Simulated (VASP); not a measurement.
Li3Zn, 4 atoms in the cell. It takes space group Fm-3m (No. 225, cubic). Conventional cell: a = 6.344 Å, b = 6.344 Å, c = 6.344 Å, α = 90.00°, β = 90.00°, γ = 90.00°. Within 3.6 Å of Li (site symmetry -43m) lie 10 Li at 2.75 to 3.17 Å and 4 Zn at 2.75 Å. Within 3.6 Å of Li (site symmetry m-3m) lie 8 Li at 2.75 Å and 6 Zn at 3.17 Å. Within 3.6 Å of Zn (site symmetry m-3m) lie 14 Li at 2.75 to 3.17 Å. 

```yaml
Program: VASP 6.6.1
Task: single point
Functional: r2SCAN
Potentials_or_basis: VASP PAW PBE potentials, release 64 (Li_sv, Zn)
Cutoff: 830 eV
k_mesh: 5 × 5 × 5
Occupations: fermi-dirac, width 0.05 eV
Spin: no spin polarisation
Dipole_correction: no
Further_INCAR_settings: ALGO = Normal; EDIFF = 1e-06; NBANDS = 18
```

Potentials or basis: VASP PAW PBE potentials, release 64 (Li_sv, Zn).

The run is started by

```sh
$ cat potpaw_PBE.64/Li_sv/POTCAR potpaw_PBE.64/Zn/POTCAR > POTCAR
$ cp INCAR.step1 INCAR
$ mpirun -np 1 vasp_std > vasp.out
$ cp INCAR.step2 INCAR
$ mpirun -np 1 vasp_std > vasp.out
```

Hardware: 1 thread of Intel(R) Xeon(R) Platinum 8488C (Sapphire Rapids), with other jobs on the host.

**Question.** How long does it take, and how much memory?

**Answer.** It took 73 s on 1 thread of Intel(R) Xeon(R) Platinum 8488C (Sapphire Rapids), with other jobs on the host, peak memory 0.28 GiB. Counts: k points 10.
